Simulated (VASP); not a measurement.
Write the native input for VASP 6.6.1 that does the following.

| Property | Result |
| --- | --- |
| Task | single point |
| Functional | PBE |
| Potentials or basis | VASP PAW PBE potentials, release 64 (Nd) |
| Cutoff | 520 eV |
| k mesh | 14 × 14 × 14 |
| Occupations | gaussian, width 0.05 eV |
| Spin | non-collinear spin, typed start, spin-orbit coupling |
| Starting moments | [[0.0, 0.0, 3.46]] μB |
| Dipole correction | no |
| Further INCAR settings | ALGO = Normal; EDIFF = 1e-06; NBANDS = 25 |

The structure of Nd lies in POSCAR:

```
Nd
1.0
   -2.0496648878      2.0496648878      2.0496648878
    2.0496648878     -2.0496648878      2.0496648878
    2.0496648878      2.0496648878     -2.0496648878
Nd
1
Direct
    0.0000000000      0.0000000000      0.0000000000
```

This isn't the form of Nd at room conditions, which is double hcp.

These files were run (other wordings do the same):

INCAR

```
SYSTEM = Nd
ALGO = Normal
EDIFF = 1E-6
ENCUT = 520
GGA = PE
GGA_COMPAT = .False.
ISIF = 2
ISMEAR = 0
LASPH = .True.
LCHARG = .True.
LMAXMIX = 6
LORBIT = 11
LORBMOM = .True.
LREAL = .False.
LSORBIT = .True.
LVHAR = .True.
LWAVE = .False.
MAGMOM = 0 0 3.46
NBANDS = 25
NELM = 150
PREC = Accurate
SIGMA = 0.05
```

KPOINTS

```
k-points
0
Gamma
  14 14 14
  0 0 0
```

Potentials or basis: VASP PAW PBE potentials, release 64 (Nd).

Command:

```bash
$ cat potpaw_PBE.64/Nd/POTCAR > POTCAR
$ mpirun -np 1 vasp_ncl > vasp.out
```

It gave:

The pressure is 0.3 GPa and the net moment is 3.93 μB per cell. The valence electrons inside the program's atomic spheres are Nd 11.25.

Caveat: the magnetic or orbital state may not be the lowest.

It took 14 min on 1 thread of Intel(R) Xeon(R) Platinum 8559C (Emerald Rapids) (shared host), peak memory 0.62 GiB.
